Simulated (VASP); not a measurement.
# ZnO (P6_3mc) in VASP: a series of runs

The runs below take ZnO through single point, with PBE.

Everything below comes from runs of VASP 6.6.1. Logs are shortened: lines on timing, memory, paths and dates and some standing lists are left out, and cuts for length are marked.

**1. The cell of the first run**

It takes space group P6_3mc (No. 186, hexagonal). The conventional cell has a = 3.500 Å, b = 3.500 Å, c = 4.484 Å, α = 90.00°, β = 90.00°, γ = 120.00°. Zn (site symmetry 3m) has 4 O at 1.71 to 2.09 Å within 2.3 Å. O (site symmetry 3m) has 4 Zn at 1.71 to 2.09 Å within 2.3 Å.

**2. Single point, PBE**

File INCAR:

```
SYSTEM = ZnO
PREC = Accurate
ENCUT = 520
EDIFF = 1E-7
ISMEAR = 0
SIGMA = 0.05
LREAL = .FALSE.
LASPH = .TRUE.
NELM = 100
ALGO = Normal
ISIF = 2
LWAVE = .FALSE.
LCHARG = .FALSE.
GGA = PE
NBANDS = 26
```

File KPOINTS:

```
Automatic mesh
0
G
  12 12 6
  0 0 0
```

File POSCAR:

```
ZnO
1.0
    3.5003086662      0.0000000000      0.0000000000
   -1.7501543331      3.0313562261      0.0000000000
    0.0000000000      0.0000000000      4.4844988960
Zn O
2 2
Direct
    0.3333333333      0.6666666667      0.0000000000
    0.6666666667      0.3333333333      0.5000000000
    0.3333333333      0.6666666667      0.3821000000
    0.6666666667      0.3333333333      0.8821000000
```

Potentials or basis: VASP PAW PBE potentials, release 64 (Zn, O).

Started as:

```
cat potpaw_PBE.64/Zn/POTCAR potpaw_PBE.64/O/POTCAR > POTCAR
mpirun -np 1 vasp_std > vasp.out
```

OUTCAR:

```text
SYSTEM = ZnO
   PREC = Accurate
   ENCUT = 520
   EDIFF = 1E-7
   ISMEAR = 0
   LREAL = .FALSE.
   LASPH = .TRUE.
   NELM = 100
   ISIF = 2
   GGA = PE

 ion  position               nearest neighbor table
   1  0.333  0.667  0.000-   3 1.71   4 2.09   4 2.09   4 2.09   2 3.02   2 3.02   2 3.02   2 3.02
                             2 3.02   2 3.02
   2  0.667  0.333  0.500-   4 1.71   3 2.09   3 2.09   3 2.09   1 3.02   1 3.02   1 3.02   1 3.02
                             1 3.02   1 3.02
   3  0.333  0.667  0.382-   1 1.71   2 2.09   2 2.09   2 2.09
   4  0.667  0.333  0.882-   2 1.71   1 2.09   1 2.09   1 2.09

  LATTYP: Found a hexagonal cell.
 ALAT       =     3.5003086662
 C/A-ratio  =     1.2811724118

  Lattice vectors:

 A1 = (   3.5003086662,   0.0000000000,   0.0000000000)
 A2 = (  -1.7501543331,   3.0313562261,   0.0000000000)
 A3 = (   0.0000000000,   0.0000000000,   4.4844988960)

Analysis of symmetry for initial positions (statically):
=====================================================================
 Subroutine PRICEL returns:
 Original cell was already a primitive cell.

 Routine SETGRP: Setting up the symmetry group for a
 hexagonal supercell.

 Subroutine GETGRP returns: Found 12 space group operations
 (whereof  6 operations were pure point group operations)
 out of a pool of 24 trial point group operations.

The static configuration has the point symmetry C_3v.
 The point group associated with its full space group is C_6v.

Analysis of symmetry for dynamics (positions and initial velocities):
=====================================================================
 Subroutine PRICEL returns:
 Original cell was already a primitive cell.

 Routine SETGRP: Setting up the symmetry group for a
 hexagonal supercell.

 Subroutine GETGRP returns: Found 12 space group operations
 (whereof  6 operations were pure point group operations)
 out of a pool of 24 trial point group operations.

The dynamic configuration has the point symmetry C_3v.
 The point group associated with its full space group is C_6v.

 Subroutine INISYM returns: Found 12 space group operations
 (whereof  6 operations are pure point group operations),
 and found     1 'primitive' translations

----------------------------------------------------------------------------------------

                                     Primitive cell

  volume of cell :      47.5836

  direct lattice vectors                    reciprocal lattice vectors
     3.500308666  0.000000000  0.000000000     0.285689091  0.164942673  0.000000000
    -1.750154333  3.031356226  0.000000000     0.000000000  0.329885347  0.000000000
     0.000000000  0.000000000  4.484498896     0.000000000  0.000000000  0.222990355

  length of vectors
     3.500308666  3.500308666  4.484498896     0.329885347  0.329885347  0.222990355

  position of ions in fractional coordinates (direct lattice)
     0.333333333  0.666666667  0.000000000
     0.666666667  0.333333333  0.500000000
     0.333333333  0.666666667  0.382100000
     0.666666667  0.333333333  0.882100000

  ion indices of the primitive-cell ions
   primitive index   ion index
                 1           1
                 2           2
                 3           3
                 4           4

----------------------------------------------------------------------------------------

 KPOINTS: Automatic mesh

Automatic generation of k-mesh.
 Grid dimensions read from file:
 generate k-points for:   12   12    6

 Generating k-lattice:

  Cartesian coordinates                     Fractional coordinates (reciprocal lattice)
     0.023807424  0.013745223  0.000000000     0.083333333  0.000000000  0.000000000
     0.000000000  0.027490446  0.000000000     0.000000000  0.083333333  0.000000000
     0.000000000  0.000000000  0.037165059     0.000000000  0.000000000  0.166666667

  Length of vectors
     0.027490446  0.027490446  0.037165059

  Shift w.r.t. Gamma in fractional coordinates (k-lattice)
     0.000000000  0.000000000  0.000000000

 Subroutine IBZKPT returns following result:
 ===========================================

 Found     76 irreducible k-points:

 Following reciprocal coordinates:
            Coordinates               Weight
  0.000000  0.000000  0.000000      1.000000
  0.083333 -0.000000  0.000000      6.000000
  0.166667 -0.000000  0.000000      6.000000
  0.250000  0.000000  0.000000      6.000000
  0.333333  0.000000  0.000000      6.000000
  0.416667 -0.000000  0.000000      6.000000
[... 16 lines left out ...]
  0.250000  0.000000  0.166667     12.000000
  0.333333  0.000000  0.166667     12.000000
 [... further k-points ...]
   k-points           NKPTS =     76   k-points in BZ     NKDIM =     76   number of bands    NBANDS=     26
   number of dos      NEDOS =    301   number of ions     NIONS =      4
   total plane-waves  NPLWV =  28224
   dimension x,y,z NGX =    28 NGY =   28 NGZ =   36
   dimension x,y,z NGXF=    56 NGYF=   56 NGZF=   72
   ions per type =               2   2
   NGX,Y,Z   is equivalent  to a cutoff of  13.30, 13.30, 13.35 a.u.
   NGXF,Y,Z  is equivalent  to a cutoff of  26.60, 26.60, 26.69 a.u.
 SYSTEM =  ZnO
   PREC   = accura    normal or accurate (medium, high low for compatibility)
   ISTART =      0    job   : 0-new  1-cont  2-samecut
   ICHARG =      2    charge: 1-file 2-atom 10-const
   ISPIN  =      1    spin polarized calculation?
   LNONCOLLINEAR =      F non collinear calculations
   LSORBIT =      F    spin-orbit coupling
   LASPH  =      T    aspherical Exc in radial PAW
   ENCUT  =  520.0 eV  38.22 Ry    6.18 a.u.   6.51  6.51  8.34*2*pi/ulx,y,z
   NELM   =    100;   NELMIN=  2; NELMDL= -5     # of ELM steps
   EDIFF  = 0.1E-06   stopping-criterion for ELM
   LREAL  =      F    real-space projection
   EDIFFG = 0.1E-05   stopping-criterion for IOM
   NSW    =      0    number of steps for IOM
   IBRION =     -1    ionic relax: 0-MD 1-quasi-New 2-CG
   NFREE  =      0    steps in history (QN), initial steepest desc. (CG)
   ISIF   =      2    stress and relaxation
   ISYM   =      2    0-nonsym 1-usesym 2-fastsym
   POTIM  = 0.5000    time-step for ionic-motion
   TEBEG  =    0.0;   TEEND  =   0.0 temperature during run
   PSTRESS=    0.0 pullay stress
   NELECT =      36.0000    total number of electrons
   NUPDOWN=      -1.0000    fix difference up-down
   EMIN   =  10.00;   EMAX   =-10.00  energy-range for DOS
   EFERMI =   0.00;   METHOD = LEGACY
   ISMEAR =     0;   SIGMA  =   0.05  broadening in eV -4-tet -1-fermi 0-gaus
   EFERMI_NEDOS =   21; number of points for ismear=-14 and -15
   IALGO  =     38    algorithm
   IMIX   =      4    mixing-type and parameters
     AMIX     =   0.40;   BMIX     =  1.00
     AMIX_MAG =   1.60;   BMIX_MAG =  1.00
  volume/ion in A,a.u.               =      11.90        80.28
  Fermi-wavevector in a.u.,A,eV,Ry     =   1.491729  2.818959 30.276436  2.225255
  Thomas-Fermi vector in A             =   2.604347
   LORBIT       =      0    0 simple, 1 ext, 2 COOP (PROOUT), +10 PAW based schemes
   GGA     = PE    functional components
   LHFCALC =     F    Hartree Fock is set to
   AEXX    =    0.0000 exact exchange contribution
   IVDW    =     0    specifies the selected vdW correction
   LEPSILON=     F    determine dielectric tensor
   LRPA    =     F    only Hartree local field effects (RPA)
 non-spin polarized calculation
 Gauss-broadening in eV      SIGMA  =   0.05
  energy-cutoff  :      520.00
  volume of cell :       47.58
 maximum number of plane-waves:      1325
 NGX is ok and might be reduce to    28

 number of electron      36.0000016 magnetization

 Free energy of the ion-electron system (eV)
  ---------------------------------------------------
  ext. energy  EPLUGINS =         0.00000000
  ---------------------------------------------------
  free energy    TOTEN  =       -16.46246709 eV

  energy without entropy =      -16.46246709  energy(sigma->0) =      -16.46246709

 E-fermi :   1.4047     XC(G=0): -10.8738

 val. band max:        1.1759190339   @ k =   0.0000   0.0000   0.0000
 cond. band min:       2.0258135027   @ k =   0.0000   0.0000   0.0000
 fundamental gap:      0.8498944687
 Fermi energy:         1.4047439225

 k-point     1 :       0.0000    0.0000    0.0000
  band No.  band energies     occupation
      1     -17.0722      2.00000
      2     -16.0270      2.00000
      3      -4.5949      2.00000
      4      -4.5106      2.00000
      5      -4.5106      2.00000
      6      -4.2058      2.00000
[... 18 lines left out ...]
     25      14.0996      0.00000
     26      15.8716      0.00000

 k-point     2 :       0.0833   -0.0000    0.0000
  band No.  band energies     occupation
      1     -17.0419      2.00000
      2     -16.0273      2.00000
      3      -4.6556      2.00000
      4      -4.4988      2.00000
      5      -4.4589      2.00000
      6      -4.2596      2.00000
[... 18 lines left out ...]
     25      14.2009      0.00000
     26      16.3994      0.00000

 k-point     3 :       0.1667   -0.0000    0.0000
  band No.  band energies     occupation
      1     -16.9558      2.00000
      2     -16.0312      2.00000
      3      -4.7473      2.00000
      4      -4.4698      2.00000
      5      -4.3864      2.00000
      6      -4.3365      2.00000
[... 18 lines left out ...]
     25      14.4384      0.00000
     26      16.1190      0.00000

 k-point     4 :       0.2500    0.0000    0.0000
  band No.  band energies     occupation
      1     -16.8279      2.00000
      2     -16.0452      2.00000
      3      -4.8253      2.00000
      4      -4.4384      2.00000
      5      -4.4015      2.00000
      6      -4.3139      2.00000
[... 18 lines left out ...]
     25      14.6003      0.00000
     26      15.3218      0.00000
[... 496 lines left out ...]
      1     -16.8883      2.00000
      2     -16.0843      2.00000
      3      -4.8317      2.00000
      4      -4.5650      2.00000
      5      -4.4787      2.00000
      6      -4.4427      2.00000
[... 18 lines left out ...]
     25      14.0264      0.00000
     26      16.0953      0.00000

 k-point    23 :       0.2500    0.0000    0.1667
  band No.  band energies     occupation
      1     -16.7676      2.00000
      2     -16.0868      2.00000
      3      -4.9079      2.00000
      4      -4.6083      2.00000
      5      -4.4396      2.00000
      6      -4.3877      2.00000
[... 18 lines left out ...]
     25      14.1996      0.00000
     26      15.3150      0.00000

 k-point    24 :       0.3333    0.0000    0.1667
  band No.  band energies     occupation
      1     -16.6298      2.00000
      2     -16.1045      2.00000
      3      -4.9521      2.00000
      4      -4.6518      2.00000
      5      -4.4089      2.00000
      6      -4.3308      2.00000
[... 18 lines left out ...]
     25      14.2393      0.00000
     26      14.6535      0.00000

 [... further k-points ...]

------------------------ aborting loop because EDIFF is reached ----------------------------------------

  FORCE on cell =-STRESS in cart. coord.  units (eV):
  Direction    XX          YY          ZZ          XY          YZ          ZX
  --------------------------------------------------------------------------------------
  -------------------------------------------------------------------------------------
  Total       -1.3194056     -1.3194056     18.3450937      0.0000000     -0.0000000     -0.0000000
  in kB      -44.4254320    -44.4254320    617.6938501      0.0000000     -0.0000000     -0.0000000
  external PRESSURE =     176.2809953 kB  Pullay stress =       0.0000000 kB

 VOLUME and BASIS-vectors are now :
 -----------------------------------------------------------------------------
  energy-cutoff  :      520.00
  volume of cell :       47.58
      direct lattice vectors                 reciprocal lattice vectors
     3.500308666  0.000000000  0.000000000     0.285689091  0.164942673  0.000000000
    -1.750154333  3.031356226  0.000000000     0.000000000  0.329885347  0.000000000
     0.000000000  0.000000000  4.484498896     0.000000000  0.000000000  0.222990355

 POSITION                                       TOTAL-FORCE (eV/Angst)
 -----------------------------------------------------------------------------------
     -0.00000      2.02090      0.00000         0.000000     -0.000000     -4.473681
      1.75015      1.01045      2.24225         0.000000      0.000000     -4.473681
     -0.00000      2.02090      1.71353        -0.000000     -0.000000      4.473681
      1.75015      1.01045      3.95578        -0.000000      0.000000      4.473681
 -----------------------------------------------------------------------------------
    total drift:                               -0.000000      0.000000     -0.001628

  FREE ENERGIE OF THE ION-ELECTRON SYSTEM (eV)
  ---------------------------------------------------
  free  energy   TOTEN  =       -16.4624670932 eV

  energy  without entropy=      -16.4624670932  energy(sigma->0) =      -16.46246709
```

Run time: 2.9 min. Hardware: 1 thread of AMD EPYC 7R43 (Zen 3), shared host; peak memory 0.18 GiB.

What came out:

```yaml
Free_energy: -16.4625 eV
Pressure: 17.6 GPa
Largest_force: 4.474 eV/Å
Band_gap_on_the_k_mesh: 0.85 eV, direct
```

Forces in eV/Å, atoms in the order of the input:
```
Zn   0.000  0.000 -4.474
Zn   0.000  0.000 -4.474
O    0.000  0.000  4.474
O    0.000  0.000  4.474
```

Caveat: forces of over 1 eV/Å act on the atoms, so gaps and moduli don't describe the material at rest. A k mesh can miss the band edges.

**3. Single point, PBE**

This run uses another cell than the first one, of the same volume but with other edges.

File INCAR:

```
SYSTEM = ZnO
PREC     = Accurate       ! precision mode
ENCUT    = 520            ! plane-wave cutoff, eV
EDIFF    = 1E-6           ! SCF threshold, eV
ISMEAR   = 0              ! smearing method
SIGMA    = 0.05           ! smearing width, eV
LREAL    = .FALSE.        ! projectors in reciprocal space
LASPH    = .TRUE.         ! aspherical terms in the spheres
NELM     = 60             ! most SCF steps
ALGO     = Normal         ! electronic algorithm
ISIF     = 2              ! what is computed and relaxed
LWAVE    = .FALSE.        ! write WAVECAR
LCHARG   = .FALSE.        ! write CHGCAR
GGA      = PE             ! functional
NBANDS   = 26             ! bands
```

File KPOINTS:

```
regular mesh
0
G
  12 12 6
  0 0 0
```

File POSCAR:

```
ZnO
1.0
    2.9772951375      0.0000000000      0.0000000000
   -1.4886475687      2.5784132237      0.0000000000
    0.0000000000      0.0000000000      6.1984461370
Zn O
2 2
Direct
    0.3333333333      0.6666666667      0.0000000000
    0.6666666667      0.3333333333      0.5000000000
    0.3333333333      0.6666666667      0.3821000000
    0.6666666667      0.3333333333      0.8821000000
```

Potentials or basis: VASP PAW PBE potentials, release 64 (Zn, O).

Started as:

```
cat potpaw_PBE.64/Zn/POTCAR potpaw_PBE.64/O/POTCAR > POTCAR
mpirun -np 1 vasp_std > vasp.out
```

Run time: 2.4 min. Hardware: 1 thread of AMD EPYC 7R43 (Zen 3), shared host; peak memory 0.18 GiB.

It converged, with:

```yaml
Free_energy: -16.5084 eV
Pressure: 18.6 GPa
Largest_force: 1.210 eV/Å
```

Forces on the atoms (eV/Å):
```
Zn   0.000  0.000  1.210
Zn   0.000  0.000  1.210
O    0.000  0.000 -1.210
O    0.000  0.000 -1.210
```

Stress tensor (GPa, compression positive):
```
 34.04   0.00   0.00
  0.00  34.04   0.00
  0.00   0.00 -12.38
```

Levels at points of the mesh, in eV from the Fermi level:
```tsv
k point	band 15	band 16	band 17	band 18	band 19	band 20	band 21	band 22
(0.00, 0.00, 0.00)	-0.33	-0.33	-0.03	-0.03	-0.02	4.83	6.60	10.46
(0.50, 0.00, 0.00)	-2.88	-1.88	-1.77	-1.19	5.15	6.07	6.31	7.77
(0.00, 0.00, 0.50)	-0.18	-0.18	-0.18	-0.18	2.53	2.53	8.57	8.57
(0.50, 0.00, 0.50)	-2.20	-2.20	-1.48	-1.48	4.83	4.83	7.81	7.81
```

Caveat: forces of over 1 eV/Å act on the atoms, so gaps and moduli don't describe the material at rest.
